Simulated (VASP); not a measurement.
Here is a VASP 6.6.1 calculation.

The input INCAR:

```
SYSTEM = Ag
  ALGO = Normal
  EDIFF = 1E-6
  ENCUT = 520
  GGA = PS
  ISIF = 2
  ISMEAR = 1
  LASPH = .True.
  LCHARG = .True.
  LELF = .True.
  LREAL = .False.
  LVHAR = .True.
  LWAVE = .False.
  NBANDS = 18
  NELM = 100
  PREC = Accurate
  SIGMA = 0.1
```

The input KPOINTS:

```
k-points
0
Gamma
  11 11 6
  0 0 0
```

Contents of POSCAR:

```
Ag
1.0
    2.9811893630      0.0000000000      0.0000000000
   -1.4905946815      2.5817857187      0.0000000000
    0.0000000000      0.0000000000      4.8736849996
Ag
2
Direct
    0.3333333333      0.6666666667      0.2500000000
    0.6666666667      0.3333333333      0.7500000000
```

Potentials or basis: VASP PAW PBE potentials, release 64 (Ag).

Launch:

```console
$ cat potpaw_PBE.64/Ag/POTCAR > POTCAR
$ mpirun -np 1 vasp_std > vasp.out
```

(1) Predict the pressure.

(2) Predict the band gap on the k mesh.

Answers

(1) -10.1 GPa.

(2) zero (band 11 reaches 10.25 eV, above the bottom of band 12 at 3.70 eV).

Caveat: the PAW data sets were made with another functional, which shifts forces and pressure a little.
